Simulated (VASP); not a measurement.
Wanted: the native input for a VASP 6.6.1 run.

```
Task                   : single point
Functional             : PBE
Potentials or basis    : VASP PAW PBE potentials, release 64 (Sn_d, Se)
Cutoff                 : 520 eV
k mesh                 : 6 × 6 × 6
Occupations            : gaussian, width 0.1 eV
Spin                   : no spin polarisation
Dipole correction      : no
Further INCAR settings : ALGO = Normal; EDIFF = 1e-06; NBANDS = 17
```

The structure of SnSe lies in POSCAR:

```
SnSe
1.0
   -2.1369960624      2.1369960624      3.0214022943
    2.1369960624     -2.1369960624      3.0214022943
    2.1369960624      2.1369960624     -3.0214022943
Sn Se
1 1
Direct
    0.0000000000      0.0000000000      0.0000000000
    0.5000000000      0.5000000000      0.0000000000
```

One way to write it, as run:

INCAR

```
SYSTEM = SnSe
PREC = Accurate
ENCUT = 520
EDIFF = 1E-6
ISMEAR = 0
SIGMA = 0.1
LREAL = .FALSE.
LASPH = .TRUE.
NELM = 100
ALGO = Normal
ISIF = 2
LWAVE = .FALSE.
LCHARG = .FALSE.
GGA = PE
NBANDS = 17
```

KPOINTS

```
regular mesh
0
G
  6 6 6
  0 0 0
```

Potentials or basis: VASP PAW PBE potentials, release 64 (Sn_d, Se).

Launch:

```sh
$ cat potpaw_PBE.64/Sn_d/POTCAR potpaw_PBE.64/Se/POTCAR > POTCAR
$ mpirun -np 1 vasp_std > vasp.out
```

It gave:

```
Pressure               : 0.0 GPa
Band gap on the k mesh : 0.53 eV, direct
```

Caveat: spin-orbit coupling is left out, which moves the levels of the heavy elements.

It took 8.4 s on 1 thread of Intel(R) Xeon(R) 6975P-C (Granite Rapids), with other jobs on the host, peak memory 0.18 GiB.
